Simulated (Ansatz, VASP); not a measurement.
**PbO: VASP beside Ansatz**

```xyz
4
Lattice="4.0164 0.0000 0.0000 0.0000 4.0164 0.0000 0.0000 0.0000 5.0432" Properties=species:S:1:pos:R:3 pbc="T T T"
Pb    0.0000    2.0082    1.2104
Pb    2.0082    0.0000    3.8328
O     0.0000    0.0000    0.0000
O     2.0082    2.0082    0.0000
```

Alike in both runs: task single point; functional r2SCAN; k mesh 4 × 4 × 4; no spin polarisation.

|  | VASP | Ansatz |
| --- | --- | --- |
| version | VASP 6.6.1 | Ansatz 0.2.0 |
| potentials or method | VASP PAW PBE potentials, release 64 (Pb_d, O), cutoff 520 eV | plane waves, PAW |
| occupations | gaussian, width 0.01 eV | fixed |
| valence electrons in the cell | 40 | 40 |

VASP gave:

```
gap on the k mesh at the Fermi level (eV)                     : 1.49
pressure (GPa)                                                : -1.5
traceless stress, the component that is largest in VASP (GPa) : -0.16
```

**Question.** Estimate Ansatz's values.

**Answer.** gap on the k mesh at the Fermi level (eV): 1.49; pressure (GPa): -1.9; traceless stress, the component that is largest in VASP (GPa): -0.06.

VASP's potentials were made for PBE, not for r2SCAN.

Spin-orbit coupling is off throughout.
